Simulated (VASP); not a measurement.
Runs of VASP 6.6.1 on MgC2. It takes space group P4_2/mnm (No. 136, tetragonal). The conventional cell has a = 3.951 Å, b = 3.951 Å, c = 4.987 Å, α = 90.00°, β = 90.00°, γ = 90.00°. Mg (site symmetry mmm) has 10 C at 2.17 to 2.86 Å within 2.9 Å. C (site symmetry m2m) has 1 C at 1.26 Å within 1.7 Å. 

```tsv
k mesh	gap on the mesh (eV)	pressure (GPa)	largest force (eV/Å)
6 × 6 × 5	(b)	-0.5	0.01
3 × 3 × 2	(a)	-0.4	0.03
4 × 4 × 3	2.66	-0.5	0.01
7 × 7 × 6	2.59	-0.5	0.01
2 × 2 × 2	2.58	0.2	0.35
```

Alike in all rows: task single point; level PBE; potentials or basis VASP PAW PBE potentials, release 64 (Mg, C); no spin polarisation; cell as given; cutoff (eV) 600; smearing fermi-dirac 0.05 eV.

Fill in the values left out.

(a) 2.63; (b) 2.64.

Caveats: some runs use coarse meshes; an odd mesh through Γ misses points on the zone boundary, where band edges can lie (at least some runs).
